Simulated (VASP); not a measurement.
A run of VASP 6.6.1 is set up as follows.

File INCAR:

```
SYSTEM = P
PREC = Accurate
ENCUT = 520
EDIFF = 1E-6
ISMEAR = 0
SIGMA = 0.15
LREAL = .False.
LASPH = .True.
NELM = 100
ALGO = Normal
ISIF = 2
LWAVE = .False.
LCHARG = .False.
GGA = PS
NBANDS = 12
```

Contents of KPOINTS:

```
Automatic mesh
0
Gamma
  18 18 18
  0 0 0
```

POSCAR

```
P
1.0
    1.6717605543      0.9651914061      3.3349940213
   -1.6717605543      0.9651914061      3.3349940213
    0.0000000000     -1.9303828121      3.3349940213
P
2
Direct
    0.2270802500      0.2270802500      0.2270802500
    0.7729197500      0.7729197500      0.7729197500
```

Potentials or basis: VASP PAW PBE potentials, release 64 (P).

The run is started by

```sh
$ cat potpaw_PBE.64/P/POTCAR > POTCAR
$ mpirun -np 1 vasp_std > vasp.out
```

(1) What does it give for the band gap on the k mesh?

(2) What does it give for the largest force?

(3) What does it give for the pressure?

Answers

(1) zero (band 5 reaches 9.90 eV, above the bottom of band 6 at 8.19 eV).

(2) 0.005 eV/Å.

(3) 0.3 GPa.

Caveat: the PAW data sets were made with another functional, which shifts forces and pressure a little.
